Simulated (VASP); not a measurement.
Wanted: the native input for a VASP 6.6.1 run.

- Task: single point
- Functional: PBE-based screened hybrid with 25 % exact exchange
- Potentials or basis: VASP PAW PBE potentials, release 64 (Si, O)
- Cutoff: 520 eV
- k mesh: 5 × 5 × 5
- Occupations: fermi-dirac, width 0.05 eV
- Spin: no spin polarisation
- Dipole correction: no
- Grid for exact exchange (PRECFOCK): Normal
- Share of exact exchange: 0.25
- Further INCAR settings: ALGO = Normal; EDIFF = 1e-06; NBANDS = 12
- Screening parameter: 0.6 1/Å

Crystal: SiO.

```xyz
2
Lattice="0.0000 2.4336 2.4336 2.4336 0.0000 2.4336 2.4336 2.4336 0.0000" Properties=species:S:1:pos:R:3 pbc="T T T"
Si    3.6505    3.6505    3.6505
O     0.0000    0.0000    0.0000
```

One way to write it, as run:

POSCAR

```
SiO
1.0
    0.0000000000      2.4336400000      2.4336400000
    2.4336400000      0.0000000000      2.4336400000
    2.4336400000      2.4336400000      0.0000000000
Si O
1 1
Direct
    0.7500000000      0.7500000000      0.7500000000
    0.0000000000      0.0000000000      0.0000000000
```

INCAR.step1

```
SYSTEM = SiO
PREC = Accurate
ENCUT = 520
EDIFF = 1E-5
ISMEAR = -1
SIGMA = 0.05
LREAL = .False.
LASPH = .True.
NELM = 80
ALGO = Normal
ISIF = 2
LWAVE = .True.
LCHARG = .False.
NBANDS = 12
GGA = PE
```

INCAR.step2

```
SYSTEM = SiO
PREC = Accurate
ENCUT = 520
EDIFF = 1E-6
ISMEAR = -1
SIGMA = 0.05
LREAL = .False.
LASPH = .True.
NELM = 80
ALGO = Normal
ISIF = 2
LWAVE = .False.
LCHARG = .False.
GGA = PE
LHFCALC = .True.
AEXX = 0.25
HFSCREEN = 0.6
PRECFOCK = Normal
NBANDS = 12
ISTART = 1
```

KPOINTS

```
regular mesh
0
Gamma
  5 5 5
  0 0 0
```

Potentials or basis: VASP PAW PBE potentials, release 64 (Si, O).

Run with:

```console
$ cat potpaw_PBE.64/Si/POTCAR potpaw_PBE.64/O/POTCAR > POTCAR
$ cp INCAR.step1 INCAR
$ mpirun -np 1 vasp_std > vasp.out
$ cp INCAR.step2 INCAR
$ mpirun -np 1 vasp_std > vasp.out
```

Results of the run:

The pressure is -1.2 GPa. The band gap on the k mesh is 0.13 eV (least direct gap 0.94 eV).

Caveat: the k points lie up to 0.45 Å⁻¹ apart; the PAW data sets were made with another functional, which shifts forces and pressure a little; an odd mesh through Γ misses points on the zone boundary, where band edges can lie.

It took 3 min on 1 thread of Intel(R) Xeon(R) Platinum 8488C (Sapphire Rapids) (shared host), peak memory 0.25 GiB.
